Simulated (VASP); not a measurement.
# Al2Au (Fd-3m) in VASP: notebook, part 2 of 2

VASP 6.6.1.

## Step 3: Single point, PBE

This run uses another cell than the first one, of 56.98 Å³/atom.

INCAR

```
  PREC = Accurate
  ENCUT = 520
  EDIFF = 1E-6
  ISMEAR = 0
  SIGMA = 0.1
  LREAL = False
  LASPH = True
  NELM = 100
  ALGO = Normal
  ISIF = 2
  LWAVE = False
  LCHARG = False
  GGA = PE
  NBANDS = 26
```

KPOINTS

```
Automatic mesh
0
Gamma
  4 4 4
```

POSCAR

```
Al2Au
1.0
    0.0000000000      5.5499802398      5.5499802398
    5.5499802398      0.0000000000      5.5499802398
    5.5499802398      5.5499802398      0.0000000000
Al Au
4 2
Direct
    0.1250000000      0.1250000000      0.1250000000
    0.6250000000      0.1250000000      0.1250000000
    0.1250000000      0.1250000000      0.6250000000
    0.1250000000      0.6250000000      0.1250000000
    0.0000000000      0.0000000000      0.0000000000
    0.2500000000      0.2500000000      0.2500000000
```

Potentials or basis: VASP PAW PBE potentials, release 64 (Al, Au).

On the command line:

```sh
cat potpaw_PBE.64/Al/POTCAR potpaw_PBE.64/Au/POTCAR > POTCAR
mpirun -np 1 vasp_std > vasp.out
```

OUTCAR:

```text
PREC = Accurate
   ENCUT = 520
   EDIFF = 1E-6
   ISMEAR = 0
   LREAL = False
   LASPH = True
   NELM = 100
   ISIF = 2
   GGA = PE

 ion  position               nearest neighbor table
   1  0.125  0.125  0.125-   5 2.40   6 2.40
   2  0.625  0.125  0.125-   5 2.40   6 2.40
   3  0.125  0.125  0.625-   5 2.40   6 2.40
   4  0.125  0.625  0.125-   5 2.40   6 2.40
   5  0.000  0.000  0.000-   1 2.40   2 2.40   3 2.40   4 2.40
   6  0.250  0.250  0.250-   1 2.40   2 2.40   3 2.40   4 2.40

  LATTYP: Found a face centered cubic cell.
 ALAT       =    11.0999604796

  Lattice vectors:

 A1 = (   0.0000000000,   5.5499802398,   5.5499802398)
 A2 = (   5.5499802398,   0.0000000000,   5.5499802398)
 A3 = (   5.5499802398,   5.5499802398,   0.0000000000)

Analysis of symmetry for initial positions (statically):
=====================================================================
 Subroutine PRICEL returns:
 Original cell was already a primitive cell.

 Routine SETGRP: Setting up the symmetry group for a
 face centered cubic supercell.
[... 162 lines left out ...]

 val. band max:       -0.3490927410   @ k =   0.5000   0.0000   0.0000
 cond. band min:      -0.1584315629   @ k =   0.5000   0.2500   0.0000
 fundamental gap:      0.1906611781
 Fermi energy:        -0.1653527455

 k-point     1 :       0.0000    0.0000    0.0000
  band No.  band energies     occupation
      1      -7.4500      2.00000
      2      -6.3922      2.00000
      3      -6.3922      2.00000
      4      -6.3922      2.00000
      5      -5.7816      2.00000
      6      -5.7816      2.00000
[... 221 lines left out ...]
     25       3.0978      0.00000
     26       3.0978      0.00000

------------------------ aborting loop because EDIFF is reached ----------------------------------------

  FORCE on cell =-STRESS in cart. coord.  units (eV):
  Direction    XX          YY          ZZ          XY          YZ          ZX
  --------------------------------------------------------------------------------------
  -------------------------------------------------------------------------------------
  Total       -0.0361146     -0.0361146     -0.0361146      0.0000000     -0.0000000      0.0000000
  in kB       -0.1692344     -0.1692344     -0.1692344      0.0000000     -0.0000000      0.0000000
  external PRESSURE =      -0.1692344 kB  Pullay stress =       0.0000000 kB

 VOLUME and BASIS-vectors are now :
 -----------------------------------------------------------------------------
  energy-cutoff  :      520.00
  volume of cell :      341.90
      direct lattice vectors                 reciprocal lattice vectors
     0.000000000  5.549980240  5.549980240    -0.090090411  0.090090411  0.090090411
     5.549980240  0.000000000  5.549980240     0.090090411 -0.090090411  0.090090411
     5.549980240  5.549980240  0.000000000     0.090090411  0.090090411 -0.090090411

 POSITION                                       TOTAL-FORCE (eV/Angst)
 -----------------------------------------------------------------------------------
      1.38750      1.38750      1.38750         0.000000      0.000000      0.000000
      1.38750      4.16249      4.16249         0.000000      0.000000      0.000000
      4.16249      4.16249      1.38750         0.000000      0.000000      0.000000
      4.16249      1.38750      4.16249         0.000000      0.000000      0.000000
      0.00000      0.00000      0.00000         0.000000     -0.000000     -0.000000
      2.77499      2.77499      2.77499        -0.000000      0.000000      0.000000
 -----------------------------------------------------------------------------------
    total drift:                                0.000000     -0.000000     -0.000000

  FREE ENERGIE OF THE ION-ELECTRON SYSTEM (eV)
  ---------------------------------------------------
  free  energy   TOTEN  =       -18.2029605930 eV

  energy  without entropy=      -18.1729488063  energy(sigma->0) =      -18.18795470
```

OSZICAR:

```text
N       E                     dE             d eps       ncg     rms          rms(c)
DAV:   1     0.153163734471E+03    0.15316E+03   -0.11219E+04   416   0.968E+02
DAV:   2    -0.761470732649E+01   -0.16078E+03   -0.14948E+03   538   0.161E+02
DAV:   3    -0.195939235541E+02   -0.11979E+02   -0.11829E+02   534   0.438E+01
DAV:   4    -0.197824397382E+02   -0.18852E+00   -0.18817E+00   512   0.654E+00
DAV:   5    -0.197886096729E+02   -0.61699E-02   -0.61698E-02   658   0.124E+00    0.935E+00
DAV:   6    -0.185229101372E+02    0.12657E+01   -0.53918E+00   460   0.160E+01    0.340E+00
DAV:   7    -0.182852423248E+02    0.23767E+00   -0.38475E-01   434   0.338E+00    0.184E+00
DAV:   8    -0.181929383769E+02    0.92304E-01   -0.20956E-01   470   0.210E+00    0.477E-01
DAV:   9    -0.181976058517E+02   -0.46675E-02   -0.13771E-02   474   0.609E-01    0.352E-01
DAV:  10    -0.182020805633E+02   -0.44747E-02   -0.32087E-03   434   0.254E-01    0.707E-02
DAV:  11    -0.182027428371E+02   -0.66227E-03   -0.30961E-04   506   0.103E-01    0.352E-02
DAV:  12    -0.182029526986E+02   -0.20986E-03   -0.36084E-04   424   0.932E-02    0.872E-03
DAV:  13    -0.182029608119E+02   -0.81134E-05   -0.23213E-05   440   0.280E-02    0.527E-03
DAV:  14    -0.182029605930E+02    0.21890E-06   -0.73303E-06   432   0.186E-02
   1 F= -.18202961E+02 E0= -.18187955E+02  d E =-.300118E-01
```

Run time: 3.5 min. Hardware: 1 thread of AMD EPYC 7R13, shared host; peak memory 0.47 GiB.

What came out:

```yaml
Free_energy: -18.2030 eV
Pressure: 0.0 GPa
Band_gap_on_the_k_mesh: zero (bands 17 and 18 overlap by 1.18 eV)
```

Caveat: spin-orbit coupling is left out, which moves the levels of the heavy elements.

## Step 4: Single point, PBE

This run uses another cell than the first one, of 56.98 Å³/atom.

INCAR

```
PREC = Accurate ; ENCUT = 520
EDIFF = 1E-7 ; ISMEAR = 0
SIGMA = 0.1 ; LREAL = False
LASPH = True ; NELM = 80
ALGO = Fast ; ISIF = 2
LWAVE = False ; LCHARG = True
GGA = PE ; LELF = True
LVHAR = True ; NBANDS = 26
```

KPOINTS

```
regular mesh
0
Gamma
  6 6 6
```

POSCAR is that of step 3.

On the command line:

```sh
cat potpaw_PBE.64/Al/POTCAR potpaw_PBE.64/Au/POTCAR > POTCAR
mpirun -np 1 vasp_std > vasp.out
```

Run time: 7.2 min. Hardware: 1 thread of AMD EPYC 7R13, shared host; peak memory 0.53 GiB.

The run converged. Its results:

| Item | Value |
| --- | --- |
| Free energy | -18.1987 eV |
| Pressure | 0.0 GPa |
| Band gap on the k mesh | zero (bands 17 and 18 overlap by 1.18 eV) |

Levels at points of the mesh, in eV from the Fermi level:
```tsv
k point	band 13	band 14	band 15	band 16	band 17	band 18	band 19	band 20	band 21	band 22
(0.00, 0.00, 0.00)	-2.70	-2.70	-2.70	-0.75	-0.75	-0.75	1.77	1.77	2.02	3.54
(0.50, 0.00, 0.00)	-2.87	-2.87	-2.42	-0.30	-0.30	-0.17	1.84	2.12	2.12	2.19
(0.50, 0.50, 0.00)	-3.05	-3.05	-1.46	-1.46	0.42	0.42	1.77	1.77	2.05	2.05
```

Caveat: spin-orbit coupling is left out, which moves the levels of the heavy elements.

## Step 5: Overview

| cell | k mesh | gap on the mesh (eV) | pressure (GPa) |
| --- | --- | --- | --- |
| a = 7.842 Å, angles 60.0°, 6 atoms | 4 × 4 × 4 | none | 0.0 |
| a = 7.849 Å, angles 60.0°, 6 atoms | 4 × 4 × 4 | none | 0.0 |
| a = 7.849 Å, angles 60.0°, 6 atoms | 6 × 6 × 6 | none | 0.0 |

Alike in all rows: task single point; level PBE; potentials or basis VASP PAW PBE potentials, release 64 (Al, Au); no spin polarisation; cutoff (eV) 520; smearing gaussian 0.1 eV.

Caveats: spin-orbit coupling is left out, which moves the levels of the heavy elements.

Total energies depend on the potentials used, so only differences within one code and one set of settings carry meaning.
